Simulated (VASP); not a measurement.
# BN (I-4m2) in VASP: further runs, part 2 of 2

VASP 6.6.1.

## Step 3: Single point, PBE (strain -0.080 along x and y, +0.080 along z)

The input, INCAR:

```
SYSTEM = BN
ALGO     = Normal         ! electronic algorithm
EDIFF    = 1E-7           ! SCF threshold, eV
ENCUT    = 520            ! plane-wave cutoff, eV
GGA      = PE             ! functional
ISIF     = 2              ! what is computed and relaxed
ISMEAR   = 0              ! smearing method
LASPH    = .TRUE.         ! aspherical terms in the spheres
LCHARG   = .TRUE.         ! write CHGCAR
LELF     = .TRUE.         ! ELF
LREAL    = .FALSE.        ! projectors in reciprocal space
LVHAR    = .TRUE.       
LWAVE    = .FALSE.        ! write WAVECAR
NBANDS   = 11             ! bands
NELM     = 100            ! most SCF steps
PREC     = Accurate       ! precision mode
SIGMA    = 0.05           ! smearing width, eV
```

The input, KPOINTS:

```
k-points
0
G
  12 12 12
  0 0 0
```

The input, POSCAR:

```
BN
1.0
    0.0000000000      1.6679609200      1.9580410800
    1.6679609200      0.0000000000      1.9580410800
    1.6679609200      1.6679609200      0.0000000000
B N
1 1
Direct
    0.0000000000      0.0000000000      0.0000000000
    0.7500000000      0.7500000000      0.7500000000
```

Potentials or basis: VASP PAW PBE potentials, release 64 (B, N).

Command:

```
$ cat potpaw_PBE.64/B/POTCAR potpaw_PBE.64/N/POTCAR > POTCAR
$ mpirun -np 1 vasp_std > vasp.out
```

OUTCAR:

```text
SYSTEM = BN
   EDIFF = 1E-7
   ENCUT = 520
   GGA = PE
   ISIF = 2
   ISMEAR = 0
   LASPH = .TRUE.
   LREAL = .FALSE.
   NELM = 100
   PREC = Accurate

 ion  position               nearest neighbor table
   1  0.000  0.000  0.000-   2 1.53   2 1.53   2 1.53   2 1.53
   2  0.750  0.750  0.750-   1 1.53   1 1.53   1 1.53   1 1.53

  LATTYP: Found a body centered tetragonal cell.
 ALAT       =     2.3588529546
 C/A-ratio  =     1.6601637471

  Lattice vectors:

 A1 = (  -1.6679609200,   0.0000000000,   1.9580410800)
 A2 = (   1.6679609200,   0.0000000000,   1.9580410800)
 A3 = (   0.0000000000,   1.6679609200,  -1.9580410800)

Analysis of symmetry for initial positions (statically):
=====================================================================
 Subroutine PRICEL returns:
 Original cell was already a primitive cell.

 Routine SETGRP: Setting up the symmetry group for a
 body centered tetragonal supercell.

 Subroutine GETGRP returns: Found  8 space group operations
 (whereof  8 operations were pure point group operations)
 out of a pool of 16 trial point group operations.

The static configuration has the point symmetry D_2d.

Analysis of symmetry for dynamics (positions and initial velocities):
=====================================================================
 Subroutine PRICEL returns:
 Original cell was already a primitive cell.

 Routine SETGRP: Setting up the symmetry group for a
 body centered tetragonal supercell.

 Subroutine GETGRP returns: Found  8 space group operations
 (whereof  8 operations were pure point group operations)
 out of a pool of 16 trial point group operations.

The dynamic configuration has the point symmetry D_2d.

 Subroutine INISYM returns: Found  8 space group operations
 (whereof  8 operations are pure point group operations),
 and found     1 'primitive' translations

----------------------------------------------------------------------------------------

                                     Primitive cell

  volume of cell :      10.8949

  direct lattice vectors                    reciprocal lattice vectors
     0.000000000  1.667960920  1.958041080    -0.299767215  0.299767215  0.255357257
     1.667960920  0.000000000  1.958041080     0.299767215 -0.299767215  0.255357257
     1.667960920  1.667960920  0.000000000     0.299767215  0.299767215 -0.255357257

  length of vectors
     2.572162223  2.572162223  2.358852955     0.494902107  0.494902107  0.494902107

  position of ions in fractional coordinates (direct lattice)
     0.000000000  0.000000000  0.000000000
     0.750000000  0.750000000  0.750000000

  ion indices of the primitive-cell ions
   primitive index   ion index
                 1           1
                 2           2

----------------------------------------------------------------------------------------

 KPOINTS: k-points

Automatic generation of k-mesh.
 Grid dimensions read from file:
 generate k-points for:   12   12   12

 Generating k-lattice:

  Cartesian coordinates                     Fractional coordinates (reciprocal lattice)
    -0.024980601  0.024980601  0.021279771     0.083333333  0.000000000  0.000000000
     0.024980601 -0.024980601  0.021279771     0.000000000  0.083333333  0.000000000
     0.024980601  0.024980601 -0.021279771    -0.000000000 -0.000000000  0.083333333

  Length of vectors
     0.041241842  0.041241842  0.041241842

  Shift w.r.t. Gamma in fractional coordinates (k-lattice)
     0.000000000  0.000000000  0.000000000

 Subroutine IBZKPT returns following result:
 ===========================================

 Found    163 irreducible k-points:

 Following reciprocal coordinates:
            Coordinates               Weight
  0.000000  0.000000  0.000000      1.000000
  0.083333  0.000000  0.000000      8.000000
  0.166667  0.000000  0.000000      8.000000
  0.250000  0.000000  0.000000      8.000000
  0.333333  0.000000  0.000000      8.000000
  0.416667  0.000000  0.000000      8.000000
[... 16 lines left out ...]
  0.500000  0.166667  0.000000      8.000000
 -0.416667  0.166667  0.000000      8.000000
 [... further k-points ...]
   k-points           NKPTS =    163   k-points in BZ     NKDIM =    163   number of bands    NBANDS=     11
   number of dos      NEDOS =    301   number of ions     NIONS =      2
   total plane-waves  NPLWV =   7200
   dimension x,y,z NGX =    20 NGY =   20 NGZ =   18
   dimension x,y,z NGXF=    40 NGYF=   40 NGZF=   36
   ions per type =               1   1
   NGX,Y,Z   is equivalent  to a cutoff of  12.93, 12.93, 12.69 a.u.
   NGXF,Y,Z  is equivalent  to a cutoff of  25.85, 25.85, 25.37 a.u.
 SYSTEM =  BN
   PREC   = accura    normal or accurate (medium, high low for compatibility)
   ISTART =      0    job   : 0-new  1-cont  2-samecut
   ICHARG =      2    charge: 1-file 2-atom 10-const
   ISPIN  =      1    spin polarized calculation?
   LNONCOLLINEAR =      F non collinear calculations
   LSORBIT =      F    spin-orbit coupling
   LASPH  =      T    aspherical Exc in radial PAW
   ENCUT  =  520.0 eV  38.22 Ry    6.18 a.u.   4.78  4.78  4.39*2*pi/ulx,y,z
   NELM   =    100;   NELMIN=  2; NELMDL= -5     # of ELM steps
   EDIFF  = 0.1E-06   stopping-criterion for ELM
   LREAL  =      F    real-space projection
   EDIFFG = 0.1E-05   stopping-criterion for IOM
   NSW    =      0    number of steps for IOM
   IBRION =     -1    ionic relax: 0-MD 1-quasi-New 2-CG
   NFREE  =      0    steps in history (QN), initial steepest desc. (CG)
   ISIF   =      2    stress and relaxation
   ISYM   =      2    0-nonsym 1-usesym 2-fastsym
   POTIM  = 0.5000    time-step for ionic-motion
   TEBEG  =    0.0;   TEEND  =   0.0 temperature during run
   PSTRESS=    0.0 pullay stress
   NELECT =       8.0000    total number of electrons
   NUPDOWN=      -1.0000    fix difference up-down
   EMIN   =  10.00;   EMAX   =-10.00  energy-range for DOS
   EFERMI =   0.00;   METHOD = LEGACY
   ISMEAR =     0;   SIGMA  =   0.05  broadening in eV -4-tet -1-fermi 0-gaus
   EFERMI_NEDOS =   21; number of points for ismear=-14 and -15
   IALGO  =     38    algorithm
   IMIX   =      4    mixing-type and parameters
     AMIX     =   0.40;   BMIX     =  1.00
     AMIX_MAG =   1.60;   BMIX_MAG =  1.00
  volume/ion in A,a.u.               =       5.45        36.76
  Fermi-wavevector in a.u.,A,eV,Ry     =   1.476943  2.791017 29.679201  2.181360
  Thomas-Fermi vector in A             =   2.591408
   LORBIT       =      0    0 simple, 1 ext, 2 COOP (PROOUT), +10 PAW based schemes
   GGA     = PE    functional components
   LHFCALC =     F    Hartree Fock is set to
   AEXX    =    0.0000 exact exchange contribution
   IVDW    =     0    specifies the selected vdW correction
   LEPSILON=     F    determine dielectric tensor
   LRPA    =     F    only Hartree local field effects (RPA)
 non-spin polarized calculation
 Gauss-broadening in eV      SIGMA  =   0.05
  energy-cutoff  :      520.00
  volume of cell :       10.89
 maximum number of plane-waves:       312
   NGX =  9   NGY =  9   NGZ =  9

 number of electron       8.0000000 magnetization

 Free energy of the ion-electron system (eV)
  ---------------------------------------------------
  ext. energy  EPLUGINS =         0.00000000
  ---------------------------------------------------
  free energy    TOTEN  =       -16.88599003 eV

  energy without entropy =      -16.88599003  energy(sigma->0) =      -16.88599003

 E-fermi :   9.4454     XC(G=0): -13.2548

 val. band max:        9.2071685638   @ k =   0.0000   0.0000   0.0000
 cond. band min:      12.1791148304   @ k =   0.5000   0.0000   0.5000
 fundamental gap:      2.9719462666
 Fermi energy:         9.4453955660

 k-point     1 :       0.0000    0.0000    0.0000
  band No.  band energies     occupation
      1     -12.6954      2.00000
      2       7.0442      2.00000
      3       9.2072      2.00000
      4       9.2072      2.00000
      5      17.5397      0.00000
      6      17.5397      0.00000
      7      18.7138      0.00000
      8      19.8323      0.00000
      9      31.4642      0.00000
     10      33.2105      0.00000
     11      34.9595      0.00000
[... 309 lines left out ...]
 k-point    24 :      -0.4167    0.1667    0.0000
  band No.  band energies     occupation
      1      -7.6150      2.00000
      2      -2.3358      2.00000
      3       2.6363      2.00000
      4       7.3408      2.00000
      5      18.4436      0.00000
      6      21.4916      0.00000
      7      21.9042      0.00000
      8      25.0183      0.00000
      9      31.9825      0.00000
     10      35.4127      0.00000
     11      35.6827      0.00000

 [... further k-points ...]
[... 5 lines left out ...]
  --------------------------------------------------------------------------------------
  -------------------------------------------------------------------------------------
  Total        5.6365180      5.6365180     -3.2876936      0.0000000      0.0000000     -0.0000000
  in kB      828.8919864    828.8919864   -483.4798561      0.0000000      0.0000000     -0.0000000
  external PRESSURE =     391.4347056 kB  Pullay stress =       0.0000000 kB

 VOLUME and BASIS-vectors are now :
 -----------------------------------------------------------------------------
  energy-cutoff  :      520.00
  volume of cell :       10.89
      direct lattice vectors                 reciprocal lattice vectors
     0.000000000  1.667960920  1.958041080    -0.299767215  0.299767215  0.255357257
     1.667960920  0.000000000  1.958041080     0.299767215 -0.299767215  0.255357257
     1.667960920  1.667960920  0.000000000     0.299767215  0.299767215 -0.255357257

 POSITION                                       TOTAL-FORCE (eV/Angst)
 -----------------------------------------------------------------------------------
      0.00000      0.00000      0.00000        -0.000000      0.000000      0.000000
      2.50194      2.50194      2.93706         0.000000      0.000000     -0.000000
 -----------------------------------------------------------------------------------
    total drift:                                0.000001      0.000001      0.000002

  FREE ENERGIE OF THE ION-ELECTRON SYSTEM (eV)
  ---------------------------------------------------
  free  energy   TOTEN  =       -16.8859900297 eV

  energy  without entropy=      -16.8859900297  energy(sigma->0) =      -16.88599003
```

Wall time 23 s (1 thread of AMD EPYC 7R43 (Zen 3), shared host); peak memory 0.09 GiB.

Results:

| Property | Result |
| --- | --- |
| Free energy | -16.8860 eV |
| Pressure | 39.1 GPa |
| Band gap on the k mesh | 2.97 eV, indirect (least direct gap 7.69 eV) |

Caveat: the cell differs from its parent crystal (strain -0.080 along x and y, +0.080 along z).

## Step 4: Single point, PBE (strain +0.000 along x and y, -0.080 along z)

The input, INCAR:

```
SYSTEM = BN
ALGO = Normal
EDIFF = 1E-6
ENCUT = 520
GGA = PE
ISIF = 2
ISMEAR = 0
LASPH = .True.
LCHARG = .False.
LREAL = .False.
LWAVE = .False.
NBANDS = 11
NELM = 60
PREC = Accurate
SIGMA = 0.05
```

The input, KPOINTS:

```
k-points
0
Gamma
  12 12 12
  0 0 0
```

The input, POSCAR:

```
BN
1.0
    0.0000000000      1.8130010000      1.6679609200
    1.8130010000      0.0000000000      1.6679609200
    1.8130010000      1.8130010000      0.0000000000
B N
1 1
Direct
    0.0000000000      0.0000000000      0.0000000000
    0.7500000000      0.7500000000      0.7500000000
```

Command:

```
$ cat potpaw_PBE.64/B/POTCAR potpaw_PBE.64/N/POTCAR > POTCAR
$ mpirun -np 1 vasp_std > vasp.out
```

Run time: 26 s. Hardware: 1 thread of AMD EPYC 7R43 (Zen 3), shared host; peak memory 0.09 GiB.

The run converged. Its results:

| Quantity | Value |
| --- | --- |
| Free energy | -17.2536 eV |
| Pressure | 35.8 GPa |
| Band gap on the k mesh | 3.07 eV, indirect (least direct gap 8.34 eV) |

Stress tensor (GPa, compression positive):
```
19.72  0.00  0.00
 0.00 19.72  0.00
 0.00  0.00 67.94
```

Levels at points of the mesh, in eV from the valence-band top:
```csv
k point,band 1,band 2,band 3,band 4,band 5,band 6,band 7,band 8,band 9
"(0.00, 0.00, 0.00)",-21.60,-0.75,-0.75,0.00,8.34,8.94,8.94,11.05,25.72
"(0.50, 0.00, 0.00)",-16.99,-11.88,-3.22,-1.95,9.32,10.08,12.42,15.59,23.81
"(0.50, 0.50, 0.00)",-14.84,-9.03,-6.54,-6.54,3.07,7.79,18.66,18.66,22.75
"(0.50, 0.00, 0.50)",-15.88,-10.33,-5.35,-5.30,4.61,9.88,17.59,18.84,20.84
```

Caveat: the cell differs from its parent crystal (strain +0.000 along x and y, -0.080 along z).

## Step 5: Overview

| cell | gap on the mesh (eV) | pressure (GPa) |
| --- | --- | --- |
| a = 2.517, b = 2.517, c = 2.359 Å, angles 62.1, 62.1, 55.9°, 2 atoms | 3.34 | 59.6 |
| a = 2.572, b = 2.572, c = 2.359 Å, angles 62.7, 62.7, 54.6°, 2 atoms | 2.97 | 39.1 |
| a = 2.464, b = 2.464, c = 2.564 Å, angles 58.6, 58.6, 62.7°, 2 atoms | 3.07 | 35.8 |

Alike in all rows: task single point; level PBE; potentials or basis VASP PAW PBE potentials, release 64 (B, N); no spin polarisation; k mesh 12 × 12 × 12; cutoff (eV) 520; smearing gaussian 0.05 eV.

Total energies depend on the potentials used, so only differences within one code and one set of settings carry meaning.
